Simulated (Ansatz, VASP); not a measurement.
## AgI in VASP and in Ansatz

File POSCAR:

```
AgI
1.0
    4.5559293628      0.0000000000      0.0000000000
   -2.2779646814      3.9455505660      0.0000000000
    0.0000000000      0.0000000000      7.4441654765
Ag I
2 2
Direct
    0.3333333333      0.6666666667      0.0000048562
    0.6666666667      0.3333333333      0.5000048562
    0.3333333333      0.6666666667      0.3749951438
    0.6666666667      0.3333333333      0.8749951438
```

Contents of INCAR.step1:

```
SYSTEM = AgI
PREC = Accurate
ENCUT = 550
ISMEAR = 0
SIGMA = 0.01
LREAL = .FALSE.
LASPH = .TRUE.
NELM = 120
NBANDS = 26
GGA = PE
ALGO = Normal
EDIFF = 1E-5
LWAVE = .TRUE.
LCHARG = .FALSE.
GGA_COMPAT = .FALSE.
```

File INCAR.step2:

```
SYSTEM = AgI
PREC = Accurate
ENCUT = 550
EDIFF = 1E-6
ISMEAR = 0
SIGMA = 0.01
LREAL = .FALSE.
LASPH = .TRUE.
NELM = 120
ALGO = Normal
ISIF = 2
LWAVE = .FALSE.
LCHARG = .FALSE.
METAGGA = R2SCAN
LMIXTAU = .TRUE.
NBANDS = 26
ISTART = 1
GGA_COMPAT = .FALSE.
```

File KPOINTS:

```
regular mesh
0
G
  6 6 4
  0 0 0
```

Input for Ansatz:

```yaml
crystal:
  lattice:
    - [4.5559293628, 0.0, 0.0]
    - [-2.2779646814, 3.945550566, 0.0]
    - [0.0, 0.0, 7.4441654765]
  atoms:
    - { symbol: Ag, position: [0.3333333333, 0.6666666667, 4.8562e-06] }
    - { symbol: Ag, position: [0.6666666667, 0.3333333333, 0.5000048562] }
    - { symbol: I, position: [0.3333333333, 0.6666666667, 0.3749951438] }
    - { symbol: I, position: [0.6666666667, 0.3333333333, 0.8749951438] }
kpoints:
  mp_grid: { grid: [6, 6, 4] }
hamiltonian:
  xc: r2scan
scf:
  occupations: { method: fixed }
  n_extra_bands: 5
output:
  forces: true
  stress: true
  eigenvalues: true
```

Alike in both runs: task single point; functional r2SCAN; k mesh 6 × 6 × 4; no spin polarisation.

|  | VASP | Ansatz |
| --- | --- | --- |
| version | VASP 6.6.1 | Ansatz 0.2.0 |
| potentials or method | VASP PAW PBE potentials, release 64 (Ag, I) | plane waves, PAW |
| plane-wave cutoff (eV) | 550 | 500 |
| occupations | gaussian, width 0.01 eV | fixed |
| valence electrons in the cell | 36 | 72 |

```tsv
	VASP	Ansatz	Ansatz less VASP
gap on the k mesh at the Fermi level (eV)	1.83	1.87	+0.031
pressure (GPa)	2.0	2.1	+0.13
```

VASP's potentials were made for PBE, not for r2SCAN. VASP's potentials hold 36 valence electrons a cell and Ansatz's 72, so a difference there can come from the potentials and not from the codes.

Neither program's run includes spin-orbit coupling.
